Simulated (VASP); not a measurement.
Si2Ni: single point with PBEsol

The system is Si2Ni.

```
Si Ni
1.0
     0.00000    2.69549    2.69549
     2.69549    0.00000    2.69549
     2.69549    2.69549    0.00000
Si Ni
2 1
Direct
  0.25000 0.25000 0.25000
  0.75000 0.75000 0.75000
  0.00000 0.00000 0.00000
```

```
Program                : VASP 6.6.1
Task                   : single point
Functional             : PBEsol
Potentials or basis    : VASP PAW PBE potentials, release 64 (Si, Ni)
Cutoff                 : 520 eV
k mesh                 : 14 × 14 × 14
Occupations            : fermi-dirac, width 0.1 eV
Spin                   : no spin polarisation
Dipole correction      : no
Further INCAR settings : ALGO = Normal; EDIFF = 1e-07; NBANDS = 16
```

```
Pressure               : 0.1 GPa
Band gap on the k mesh : zero (bands 9 and 10 overlap by 2.13 eV)
```

Levels at points of the mesh, in eV from the Fermi level:
| k point | band 5 | band 6 | band 7 | band 8 | band 9 | band 10 | band 11 | band 12 | band 13 | band 14 |
| --- | --- | --- | --- | --- | --- | --- | --- | --- | --- | --- |
| (0.00, 0.00, 0.00) | -3.58 | -3.58 | -0.21 | 1.72 | 1.72 | 1.72 | 2.23 | 2.23 | 2.23 | 4.72 |
| (0.50, 0.00, 0.00) | -3.79 | -3.39 | -3.39 | -1.47 | -1.47 | 1.75 | 1.80 | 1.80 | 2.65 | 9.20 |
| (0.50, 0.50, 0.00) | -4.57 | -3.68 | -3.68 | -3.51 | -3.17 | -0.42 | 1.32 | 7.75 | 8.37 | 8.37 |

Run time: 79 s on 1 thread of Intel(R) Xeon(R) Platinum 8375C CPU @ 2.90GHz (Ice Lake), with other jobs on the host, peak memory 0.2 GiB.

Caveat: the PAW data sets were made with another functional, which shifts forces and pressure a little. Spin polarisation is off, so any magnetic state and its effect on volume and gap are missing.
